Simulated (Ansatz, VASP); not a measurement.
## C in VASP and in Ansatz

File INCAR:

```
PREC     = Accurate       # precision mode
ENCUT    = 520            # plane-wave cutoff, eV
EDIFF    = 1E-8           # SCF threshold, eV
ISMEAR   = -1             # smearing method
SIGMA    = 0.03           # smearing width, eV
LREAL    = False          # projectors in reciprocal space
LASPH    = True           # aspherical terms in the spheres
NELM     = 80             # most SCF steps
ALGO     = Normal         # electronic algorithm
ISIF     = 2              # what is computed and relaxed
LWAVE    = False          # write WAVECAR
LCHARG   = False          # write CHGCAR
GGA      = PE             # functional
LEFG     = True         
NBANDS   = 8              # bands
```

The input KPOINTS:

```
regular mesh
0
Gamma
  15 15 15
```

File POSCAR:

```
C
1.0
    1.8465857336      0.0000000000      0.0000000000
    0.0000000000      1.8465857336      0.0000000000
    0.0000000000      0.0000000000      1.7755632054
C
1
Direct
    0.0000000000      0.0000000000      0.0000000000
```

Input for Ansatz:

```yaml
crystal:
  lattice:
    - [1.8465857336, 0.0, 0.0]
    - [0.0, 1.8465857336, 0.0]
    - [0.0, 0.0, 1.7755632054]
  atoms:
    - { symbol: C, position: [0.0, 0.0, 0.0] }
kpoints:
  mp_grid: { grid: [15, 15, 15] }
scf:
  occupations: { method: fermi_dirac, width: 0.03 }
hamiltonian:
  xc: pbe
  pseudopotentials: { kind: all_electron, datasets: crystal }
output:
  forces: true
  stress: true
  eigenvalues: true
  efg: { contact_densities: true }
```

Change from the starting cell: x and y stretched by +4 %, z held, crystal datasets.

Alike in both runs: task electric field gradients; functional PBE; k mesh 15 × 15 × 15; occupations fermi-dirac, width 0.03 eV; no spin polarisation.

|  | VASP | Ansatz |
| --- | --- | --- |
| version | VASP 6.6.1 | Ansatz 0.2.0 |
| potentials or method | VASP PAW PBE potentials, release 64 (C), cutoff 520 eV | all-electron PAW with datasets made for the crystal, scalar-relativistic |

Ansatz gave:

```
pressure (GPa)                                                : -22.8
traceless stress, the component that is largest in VASP (GPa) : 1.55
size of Vzz on the site where it differs most (V/Å²)          : 3.1
```

Problem. Estimate VASP's values.

Solution. Pressure (GPa): -22.5; traceless stress, the component that is largest in VASP (GPa): 1.58; size of Vzz on the site where it differs most (V/Å²): 3.6.

Ansatz ran all-electron here, and VASP with PAW potentials.
